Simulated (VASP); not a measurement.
Wanted: the native input for a VASP 6.6.1 run.

| Quantity | Value |
| --- | --- |
| Task | single point |
| Functional | PBEsol |
| Potentials or basis | VASP PAW PBE potentials, release 64 (Sb) |
| Cutoff | 520 eV |
| k mesh | 18 × 18 × 18 |
| Occupations | gaussian, width 0.1 eV |
| Spin | no spin polarisation |
| Dipole correction | no |
| Further INCAR settings | ALGO = Normal; EDIFF = 1e-06; NBANDS = 8 |

The structure of Sb lies in POSCAR:

```
Sb
1.0
    3.0617437797      0.0000000000      0.0000000000
    0.0000000000      3.0617437797      0.0000000000
    0.0000000000      0.0000000000      3.1229786553
Sb
1
Direct
    0.0000000000      0.0000000000      0.0000000000
```

This cell differs from its parent crystal: strain along c alone, the other axes held: +2.0 %.

The input as run:

INCAR

```
ALGO     = Normal         # electronic algorithm
EDIFF    = 1E-6           # SCF threshold, eV
ENCUT    = 520            # plane-wave cutoff, eV
GGA      = PS             # functional
ISIF     = 2              # what is computed and relaxed
ISMEAR   = 0              # smearing method
LASPH    = T              # aspherical terms in the spheres
LCHARG   = F              # write CHGCAR
LREAL    = F              # projectors in reciprocal space
LWAVE    = F              # write WAVECAR
NBANDS   = 8              # bands
NELM     = 100            # most SCF steps
PREC     = Accurate       # precision mode
SIGMA    = 0.1            # smearing width, eV
```

KPOINTS

```
k-points
0
Gamma
  18 18 18
```

Potentials or basis: VASP PAW PBE potentials, release 64 (Sb).

The run is started by

```console
$ cat potpaw_PBE.64/Sb/POTCAR > POTCAR
$ mpirun -np 1 vasp_std > vasp.out
```

It gave:

```yaml
Pressure: -1.1 GPa
```

Caveat: the cell differs from its parent crystal (strain along c alone, the other axes held: +2.0 %); the PAW data sets were made with another functional, which shifts forces and pressure a little.

Wall time 19 s on 1 thread of Intel(R) Xeon(R) 6975P-C (Granite Rapids) (shared host), peak memory 0.24 GiB.
